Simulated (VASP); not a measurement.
# Si9O16 (a cell with a defect) in VASP: a series of runs

Runs on Si9O16 (a cell with a defect). Level: PBE. Tasks: single point.

Everything below comes from runs of VASP 6.6.1. Logs are shortened: lines on timing, memory, paths and dates and some standing lists are left out, and cuts for length are marked.

## (1) The cell of the first run

The cell holds a defect, 25 atoms: a = 5.872 Å, b = 5.872 Å, c = 5.318 Å, α = 90.00°, β = 90.00°, γ = 90.00°.

## (2) Single point, PBE

Input file INCAR:

```
ALGO = Normal ; EDIFF = 1E-6
ENCUT = 520 ; GGA = PE
ISIF = 2 ; ISMEAR = -1
LASPH = True ; LCHARG = False
LREAL = Auto ; LWAVE = False
NBANDS = 84 ; NELM = 80
PREC = Accurate ; SIGMA = 0.02
```

Input file KPOINTS:

```
k-points
0
Gamma
  2 2 2
```

Input file POSCAR:

```
Si9O16
1.0
   -4.1520000000     -4.1520000000      0.0000000000
    4.1520000000     -4.1520000000      0.0000000000
    0.0000000000      0.0000000000      5.3180000000
Si O
9 16
Direct
    0.5403540462      0.4697615607     -0.0031966905
    0.0519508671      0.5008429672      0.2323429861
    0.5587066474      0.4534079961      0.4708725085
    0.0444605010      0.5165221580      0.7375705152
   -0.0245544316      0.0075264933      0.0178074464
    0.4720496146     -0.0108501927      0.2535915758
   -0.0105732177      0.0335019268      0.4745204964
    0.5999879576      0.0195688825      0.7388303874
    0.3150168593      0.8120544316      0.7610379842
    0.2456647399      0.4433526012     -0.0057164347
   -0.0279985549      0.2039860308      0.2382474615
    0.8331045279      0.5144388247      0.0035727717
    0.0042509634      0.8008309249      0.2592515983
    0.2516257225      0.4568280347      0.4934373825
   -0.0224108863      0.2086825626      0.7508085747
    0.8579600193      0.5197374759      0.4860661903
   -0.0839474952      0.8512885356      0.7394321173
    0.6885356455     -0.0256743738      0.0308950733
    0.5076710019      0.6551902697      0.2189732982
    0.2565269750      0.0272639692      0.0306506205
    0.5556960501      0.2780226397      0.2267581798
    0.6789860308     -0.0178588632      0.4636141407
    0.5464595376      0.6285404624      0.7251034223
    0.2775289017      0.0399325626      0.4648364047
    0.5516859345      0.2734585742      0.7549454682
```

Potentials or basis: VASP PAW PBE potentials, release 64 (Si, O).

The run is started by

```bash
cat potpaw_PBE.64/Si/POTCAR potpaw_PBE.64/O/POTCAR > POTCAR
mpirun -np 1 vasp_std > vasp.out
```

OUTCAR:

```text
EDIFF = 1E-6
   ENCUT = 520
   GGA = PE
   ISIF = 2
   ISMEAR = -1
   LASPH = True
   LREAL = Auto
   NELM = 80
   PREC = Accurate

 ion  position               nearest neighbor table
   1  0.540  0.470  0.997-  19 1.62  21 1.66  23 1.72  25 1.73  10 1.74  12 1.74   3 2.53   9 2.71
                             3 2.80   8 3.00   2 3.13
   2  0.052  0.501  0.232-  10 1.74  16 1.77  12 1.77  13 1.79  11 1.81  14 1.84   4 2.63   4 2.69
                             7 3.05   1 3.13   5 3.15
   3  0.559  0.453  0.471-  21 1.66  23 1.70  16 1.80  14 1.81  19 1.81  25 1.84   1 2.53   1 2.80
                             8 2.93   9 2.98   6 3.00
   4  0.044  0.517  0.738-  16 1.73  14 1.81  15 1.85  10 1.86  12 1.88  17 2.11   9 2.36   2 2.63
                             2 2.69
   5  0.975  0.008  0.018-  11 1.64  20 1.66  18 1.70  13 1.77  17 1.78  15 1.85   7 2.43   8 2.66
                             9 2.68   7 2.89   2 3.15
   6  0.472  0.989  0.254-  24 1.63  22 1.65  18 1.74  20 1.75  21 1.77  19 1.98   8 2.69   8 2.84
                             9 2.97   3 3.00   9 3.04   7 3.08
   7  0.989  0.034  0.475-  11 1.61  24 1.69  13 1.78  15 1.79  17 1.82  22 1.85   5 2.43   8 2.69
                             9 2.77   5 2.89   2 3.05   6 3.08
   8  0.600  0.020  0.739-  25 1.52  22 1.55  18 1.66   9 2.07  17 2.10  23 2.32  24 2.39  15 2.48
                            20 2.55   5 2.66   7 2.69   6 2.69   6 2.84   3 2.93   1 3.00
   9  0.315  0.812  0.761-  23 1.74  20 1.94   8 2.07  24 2.08   4 2.36  17 2.36  10 2.53  14 2.55
                             5 2.68   1 2.71   7 2.77   6 2.97   3 2.98   6 3.04
  10  0.246  0.443  0.994-   2 1.74   1 1.74   4 1.86   9 2.53
  11  0.972  0.204  0.238-   7 1.61   5 1.64   2 1.81
  12  0.833  0.514  0.004-   1 1.74   2 1.77   4 1.88
  13  0.004  0.801  0.259-   5 1.77   7 1.78   2 1.79
  14  0.252  0.457  0.493-   3 1.81   4 1.81   2 1.84   9 2.55
  15  0.978  0.209  0.751-   7 1.79   5 1.85   4 1.85   8 2.48
  16  0.858  0.520  0.486-   4 1.73   2 1.77   3 1.80
  17  0.916  0.851  0.739-   5 1.78   7 1.82   8 2.10   4 2.11   9 2.36
  18  0.689  0.974  0.031-   8 1.66   5 1.70   6 1.74
  19  0.508  0.655  0.219-   1 1.62   3 1.81   6 1.98
  20  0.257  0.027  0.031-   5 1.66   6 1.75   9 1.94   8 2.55
  21  0.556  0.278  0.227-   3 1.66   1 1.66   6 1.77
  22  0.679  0.982  0.464-   8 1.55   6 1.65   7 1.85
  23  0.546  0.629  0.725-   3 1.70   1 1.72   9 1.74   8 2.32
  24  0.278  0.040  0.465-   6 1.63   7 1.69   9 2.08   8 2.39
  25  0.552  0.273  0.755-   8 1.52   1 1.73   3 1.84

  LATTYP: Found a simple tetragonal cell.
 ALAT       =     5.8718147110
 C/A-ratio  =     0.9056825295

  Lattice vectors:

 A1 = (  -4.1520000000,  -4.1520000000,   0.0000000000)
 A2 = (   4.1520000000,  -4.1520000000,   0.0000000000)
 A3 = (   0.0000000000,   0.0000000000,   5.3180000000)

Analysis of symmetry for initial positions (statically):
=====================================================================
 Subroutine PRICEL returns:
 Original cell was already a primitive cell.

 Routine SETGRP: Setting up the symmetry group for a
 simple tetragonal supercell.

 Subroutine GETGRP returns: Found  1 space group operations
 (whereof  1 operations were pure point group operations)
 out of a pool of 16 trial point group operations.

The static configuration has the point symmetry C_1 .

Analysis of symmetry for dynamics (positions and initial velocities):
=====================================================================
 Subroutine PRICEL returns:
 Original cell was already a primitive cell.

 Routine SETGRP: Setting up the symmetry group for a
 simple tetragonal supercell.

 Subroutine GETGRP returns: Found  1 space group operations
 (whereof  1 operations were pure point group operations)
 out of a pool of 16 trial point group operations.

The dynamic configuration has the point symmetry C_1 .

 Subroutine INISYM returns: Found  1 space group operations
 (whereof  1 operations are pure point group operations),
 and found     1 'primitive' translations

----------------------------------------------------------------------------------------

                                     Primitive cell

  volume of cell :     183.3551

  direct lattice vectors                    reciprocal lattice vectors
    -4.152000000 -4.152000000  0.000000000    -0.120423892 -0.120423892  0.000000000
     4.152000000 -4.152000000  0.000000000     0.120423892 -0.120423892  0.000000000
     0.000000000  0.000000000  5.318000000     0.000000000  0.000000000  0.188040617

[... 59 lines left out ...]

 KPOINTS: k-points

Automatic generation of k-mesh.
 Grid dimensions read from file:
 generate k-points for:    2    2    2

 Generating k-lattice:

  Cartesian coordinates                     Fractional coordinates (reciprocal lattice)
    -0.060211946 -0.060211946  0.000000000     0.500000000  0.000000000  0.000000000
     0.060211946 -0.060211946  0.000000000     0.000000000  0.500000000  0.000000000
     0.000000000  0.000000000  0.094020308     0.000000000  0.000000000  0.500000000

  Length of vectors
     0.085152551  0.085152551  0.094020308

  Shift w.r.t. Gamma in fractional coordinates (k-lattice)
     0.000000000  0.000000000  0.000000000

 Subroutine IBZKPT returns following result:
 ===========================================

 Found      8 irreducible k-points:

 Following reciprocal coordinates:
            Coordinates               Weight
  0.000000  0.000000  0.000000      1.000000
  0.500000  0.000000  0.000000      1.000000
  0.000000  0.500000  0.000000      1.000000
  0.500000  0.500000  0.000000      1.000000
  0.000000  0.000000  0.500000      1.000000
  0.500000  0.000000  0.500000      1.000000
  0.000000  0.500000  0.500000      1.000000
  0.500000  0.500000  0.500000      1.000000
   k-points           NKPTS =      8   k-points in BZ     NKDIM =      8   number of bands    NBANDS=     84
   number of dos      NEDOS =    301   number of ions     NIONS =     25
   total plane-waves  NPLWV =  92160
   dimension x,y,z NGX =    48 NGY =   48 NGZ =   40
   dimension x,y,z NGXF=    96 NGYF=   96 NGZF=   80
   ions per type =               9  16
   NGX,Y,Z   is equivalent  to a cutoff of  13.59, 13.59, 12.50 a.u.
   NGXF,Y,Z  is equivalent  to a cutoff of  27.18, 27.18, 25.01 a.u.
 SYSTEM =  unknown system
   PREC   = accura    normal or accurate (medium, high low for compatibility)
   ISTART =      0    job   : 0-new  1-cont  2-samecut
   ICHARG =      2    charge: 1-file 2-atom 10-const
   ISPIN  =      1    spin polarized calculation?
   LNONCOLLINEAR =      F non collinear calculations
   LSORBIT =      F    spin-orbit coupling
   LASPH  =      T    aspherical Exc in radial PAW
   ENCUT  =  520.0 eV  38.22 Ry    6.18 a.u.  10.92 10.92  9.89*2*pi/ulx,y,z
   NELM   =     80;   NELMIN=  2; NELMDL= -5     # of ELM steps
   EDIFF  = 0.1E-05   stopping-criterion for ELM
   LREAL  =      T    real-space projection
   EDIFFG = 0.1E-04   stopping-criterion for IOM
   NSW    =      0    number of steps for IOM
   IBRION =     -1    ionic relax: 0-MD 1-quasi-New 2-CG
   NFREE  =      0    steps in history (QN), initial steepest desc. (CG)
   ISIF   =      2    stress and relaxation
   ISYM   =      2    0-nonsym 1-usesym 2-fastsym
   POTIM  = 0.5000    time-step for ionic-motion
   TEBEG  =    0.0;   TEEND  =   0.0 temperature during run
   PSTRESS=    0.0 pullay stress
   NELECT =     132.0000    total number of electrons
   NUPDOWN=      -1.0000    fix difference up-down
   EMIN   =  10.00;   EMAX   =-10.00  energy-range for DOS
   EFERMI =   0.00;   METHOD = LEGACY
   ISMEAR =    -1;   SIGMA  =   0.02  broadening in eV -4-tet -1-fermi 0-gaus
   EFERMI_NEDOS =   21; number of points for ismear=-14 and -15
   IALGO  =     38    algorithm
   IMIX   =      4    mixing-type and parameters
     AMIX     =   0.40;   BMIX     =  1.00
     AMIX_MAG =   1.60;   BMIX_MAG =  1.00
  volume/ion in A,a.u.               =       7.33        49.49
  Fermi-wavevector in a.u.,A,eV,Ry     =   1.467242  2.772686 29.290617  2.152800
  Thomas-Fermi vector in A             =   2.582883
   LORBIT       =      0    0 simple, 1 ext, 2 COOP (PROOUT), +10 PAW based schemes
   GGA     = PE    functional components
   LHFCALC =     F    Hartree Fock is set to
   AEXX    =    0.0000 exact exchange contribution
   IVDW    =     0    specifies the selected vdW correction
   LEPSILON=     F    determine dielectric tensor
   LRPA    =     F    only Hartree local field effects (RPA)
 non-spin polarized calculation
  energy-cutoff  :      520.00
  volume of cell :      183.36
 maximum number of plane-waves:      4960
 NGX is ok and might be reduce to    48
   NGX = 21   NGY = 21   NGZ = 19

 number of electron     132.0000006 magnetization

 Free energy of the ion-electron system (eV)
  ---------------------------------------------------
  ext. energy  EPLUGINS =         0.00000000
  ---------------------------------------------------
  free energy    TOTEN  =      -171.67085918 eV

  energy without entropy =     -171.67085918  energy(sigma->0) =     -171.67085918

 E-fermi :  12.5782     XC(G=0): -12.6957

 val. band max:       12.1234260051   @ k =   0.5000   0.5000   0.5000
 cond. band min:      14.5047021929   @ k =   0.5000   0.0000   0.0000
 fundamental gap:      2.3812761878
 Fermi energy:        12.5782412583

 k-point     1 :       0.0000    0.0000    0.0000
  band No.  band energies     occupation
      1     -13.8997      2.00000
      2     -12.2600      2.00000
      3     -11.7822      2.00000
      4     -11.3930      2.00000
      5     -10.8059      2.00000
      6     -10.7275      2.00000
[... 637 lines left out ...]
     77      18.9923      0.00000
     78      19.4209      0.00000
 [bands above 78 left out]

------------------------ aborting loop because EDIFF is reached ----------------------------------------

  FORCE on cell =-STRESS in cart. coord.  units (eV):
  Direction    XX          YY          ZZ          XY          YZ          ZX
  --------------------------------------------------------------------------------------
  -------------------------------------------------------------------------------------
  Total       73.4537381     53.4193277     70.6971166    -13.1316939     -0.3132154      2.3310980
  in kB      641.8469267    466.7840220    617.7592621   -114.7462010     -2.7369113     20.3693930
  external PRESSURE =     575.4634036 kB  Pullay stress =       0.0000000 kB

 VOLUME and BASIS-vectors are now :
 -----------------------------------------------------------------------------
  energy-cutoff  :      520.00
  volume of cell :      183.36
      direct lattice vectors                 reciprocal lattice vectors
    -4.152000000 -4.152000000  0.000000000    -0.120423892 -0.120423892  0.000000000
     4.152000000 -4.152000000  0.000000000     0.120423892 -0.120423892  0.000000000
     0.000000000  0.000000000  5.318000000     0.000000000  0.000000000  0.188040617

 POSITION                                       TOTAL-FORCE (eV/Angst)
 -----------------------------------------------------------------------------------
     -0.29310     -4.19400      5.30100        -1.172287     -0.587502     -2.718052
      1.86380     -2.29520      1.23560         1.003221      0.913682      1.193070
     -0.43720     -4.20230      2.50410         2.208140     -1.150979      1.960388
      1.96000     -2.32920      3.92240        -0.158094      0.398546      0.808733
     -4.01880     -4.08130      0.09470        -0.590025      0.944158     -2.751195
      2.14700     -6.06690      1.34860        -0.622905      0.277440     -3.334266
[... 17 lines left out ...]
     -0.98650     -1.31810      2.47200        -0.446291      1.514739      1.538838
     -1.15520     -3.42600      4.01480         2.738248     -2.383984     -1.414199
 -----------------------------------------------------------------------------------
    total drift:                               -0.004910     -0.010808     -0.003910

  FREE ENERGIE OF THE ION-ELECTRON SYSTEM (eV)
  ---------------------------------------------------
  free  energy   TOTEN  =      -171.6708591782 eV

  energy  without entropy=     -171.6708591782  energy(sigma->0) =     -171.67085918
```

Run time: 2.7 min. Hardware: 1 thread of Intel Xeon 6975P-C, shared host; peak memory 0.32 GiB.

What came out:

```yaml
Free_energy: -171.6709 eV
Pressure: 57.5 GPa
Largest_force: 6.259 eV/Å
Band_gap_on_the_k_mesh: 2.38 eV
```

Forces in eV/Å, atoms in the order of the input:
```
Si  -1.172 -0.588 -2.718
Si   1.003  0.914  1.193
Si   2.208 -1.151  1.960
Si  -0.158  0.399  0.809
Si  -0.590  0.944 -2.751
Si  -0.623  0.277 -3.334
Si  -1.837  1.990  3.872
Si  -4.094  2.910  3.734
Si   0.891  0.089 -0.222
O    1.957  1.372  0.777
O    2.086 -1.366  0.541
O   -2.049 -1.971 -1.001
O   -0.283 -0.983 -1.099
O    1.032  1.273 -2.195
O    0.378 -0.985 -1.092
O   -0.291  2.351 -0.229
O   -0.533 -0.953  0.085
O    0.453  0.400  0.632
O    3.091 -2.522  3.429
O   -3.136 -0.415 -1.085
O    0.399  0.655  1.573
O   -1.461 -1.519 -3.060
O    0.437 -0.253  0.056
O   -0.446  1.515  1.539
O    2.738 -2.384 -1.414
```

Caveat: the k points lie up to 0.59 Å⁻¹ apart.

## (3) Single point, PBE

Input file INCAR:

```
SYSTEM = Si9O16
  ALGO = Normal
  EDIFF = 1E-7
  ENCUT = 520
  GGA = PE
  ISIF = 2
  ISMEAR = -1
  LASPH = .True.
  LCHARG = .False.
  LREAL = Auto
  LWAVE = .False.
  NBANDS = 84
  NELM = 80
  PREC = Accurate
  SIGMA = 0.02
```

Input file KPOINTS:

```
k-points
0
Gamma
  2 2 2
  0 0 0
```

Input file POSCAR:

```
Si9O16
1.0
   -4.1520000000     -4.1520000000      0.0000000000
    4.1520000000     -4.1520000000      0.0000000000
    0.0000000000      0.0000000000      5.3180000000
Si O
9 16
Direct
    0.5027697495      0.4614402697      0.0019556224
    0.0068641618      0.5083815029      0.2593832268
    0.5467846821      0.4569484586      0.5006205340
    0.0657634875      0.4979889210      0.7484392629
    0.0073819846      0.0246989403     -0.0109251598
    0.5011560694     -0.0282514451      0.2295975931
    0.0051421002      0.0118617534      0.4660962768
    0.6287692678      0.0187259152      0.7385483264
    0.3215799615      0.8432562620      0.7418014291
    0.2206647399      0.4699662813      0.0197254607
    0.0091160886      0.1923771676      0.2373072584
    0.8200024085      0.4890534682     -0.0106242948
   -0.0297928709      0.8026252408      0.2135201203
    0.2225915222      0.4645953757      0.4722640090
    0.0173289981      0.2039860308      0.7402783001
    0.8334778420      0.5040944123      0.5312335464
   -0.0915944123      0.8592485549      0.7402971042
    0.7151252408      0.0289739884      0.0427980444
    0.5326348748      0.6799132948      0.2446408424
    0.2847302505     -0.0127167630      0.0154193306
    0.5277215800      0.2893063584      0.2468409176
    0.6888728324      0.0162331407      0.4480819857
    0.5076348748      0.6215317919      0.7477059045
    0.2850553950     -0.0069966281      0.4500000000
    0.5095977842      0.2686536609      0.7551523129
```

Potentials or basis: VASP PAW PBE potentials, release 64 (Si, O).

The run is started by

```bash
cat potpaw_PBE.64/Si/POTCAR potpaw_PBE.64/O/POTCAR > POTCAR
mpirun -np 1 vasp_std > vasp.out
```

Wall time 3.2 min (1 thread of Intel Xeon 6975P-C, shared host); peak memory 0.32 GiB.

It converged, with:

| Item | Value |
| --- | --- |
| Free energy | -172.0426 eV |
| Pressure | 60.9 GPa |
| Largest force | 4.194 eV/Å |
| Band gap on the k mesh | 2.30 eV |

Forces on the atoms (eV/Å):
```
Si  -2.052 -3.340  1.491
Si   0.183  0.857 -2.496
Si   1.816  0.377 -1.399
Si   3.023  0.048  0.560
Si   0.874  3.410  1.356
Si   0.718  0.297  0.824
Si   0.508  3.213  0.537
Si  -2.480  0.483  2.417
Si  -2.170  1.317 -1.411
O    0.595  0.686  0.218
O    2.871 -2.629  0.590
O   -1.218 -0.764  1.016
O   -2.605 -0.651  2.968
O    0.135 -0.611  0.498
O    0.097 -0.920 -0.842
O   -0.675  0.259 -3.060
O    0.928  0.377 -1.152
O    0.791  0.853 -3.870
O    0.504  0.896  0.009
O   -0.433 -0.536  0.724
O    1.120  0.459  0.490
O   -2.366 -2.581  0.970
O    0.541 -1.226 -0.090
O   -0.885  0.616  0.802
O    0.182 -0.889 -1.150
```

Stress tensor (GPa, compression positive):
```
71.82 -5.84 -1.32
-5.84 46.44  0.95
-1.32  0.95 64.49
```

Levels at points of the mesh, in eV from the valence-band top:
| k point | band 64 | band 65 | band 66 | band 67 | band 68 | band 69 |
| --- | --- | --- | --- | --- | --- | --- |
| (0.00, 0.00, 0.00) | -2.70 | -1.25 | -0.59 | 2.79 | 3.06 | 3.90 |
| (0.50, 0.00, 0.00) | -3.00 | -1.05 | -0.51 | 2.30 | 3.75 | 4.09 |
| (0.00, 0.50, 0.00) | -3.02 | -0.55 | -0.40 | 2.59 | 3.65 | 3.77 |
| (0.50, 0.50, 0.00) | -3.04 | -0.70 | -0.31 | 2.50 | 4.04 | 4.42 |
| (0.00, 0.00, 0.50) | -2.90 | -0.66 | -0.26 | 3.53 | 3.88 | 4.46 |
| (0.50, 0.00, 0.50) | -2.89 | -0.81 | -0.32 | 3.42 | 4.03 | 4.81 |
| (0.00, 0.50, 0.50) | -2.92 | -0.23 | -0.04 | 3.51 | 4.25 | 4.76 |
| (0.50, 0.50, 0.50) | -3.07 | -0.33 | 0.00 | 3.26 | 4.25 | 4.99 |

Caveat: the k points lie up to 0.59 Å⁻¹ apart.

[end of part 1 of 2]
